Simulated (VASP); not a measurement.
Set up this calculation in VASP 6.6.1, as the native input.

- Task: single point
- Functional: PBE
- Potentials or basis: VASP PAW PBE potentials, release 64 (B, P)
- Cutoff: 520 eV
- k mesh: 10 × 10 × 10
- Occupations: gaussian, width 0.05 eV
- Spin: no spin polarisation
- Dipole correction: no
- Further INCAR settings: ALGO = Normal; EDIFF = 1e-06; NBANDS = 11

The structure of BP lies in POSCAR:

```
BP
1.0
    0.0000000000      2.6093500000      2.2690000000
    2.6093500000      0.0000000000      2.2690000000
    2.6093500000      2.6093500000      0.0000000000
B P
1 1
Direct
    0.0000000000      0.0000000000      0.0000000000
    0.7500000000      0.7500000000      0.7500000000
```

This cell differs from its parent crystal: strain +0.1500 x Voigt [1, 1, 0, 0, 0, 0].

The input as run:

INCAR

```
ALGO = Normal
EDIFF = 1E-6
ENCUT = 520
GGA = PE
ISIF = 2
ISMEAR = 0
LASPH = T
LCHARG = F
LREAL = F
LWAVE = F
NBANDS = 11
NELM = 100
PREC = Accurate
SIGMA = 0.05
```

KPOINTS

```
k-points
0
Gamma
  10 10 10
```

Potentials or basis: VASP PAW PBE potentials, release 64 (B, P).

Command:

```sh
$ cat potpaw_PBE.64/B/POTCAR potpaw_PBE.64/P/POTCAR > POTCAR
$ mpirun -np 1 vasp_std > vasp.out
```

Results of the run:

The pressure is -25.6 GPa. The band gap on the k mesh is zero (band 4 reaches 5.12 eV, above the bottom of band 5 at 5.02 eV).

Caveat: the cell differs from its parent crystal (strain +0.1500 x Voigt [1, 1, 0, 0, 0, 0]).

Wall time 39 s on 1 thread of Intel(R) Xeon(R) Platinum 8488C (Sapphire Rapids), on a shared host, peak memory 0.17 GiB.
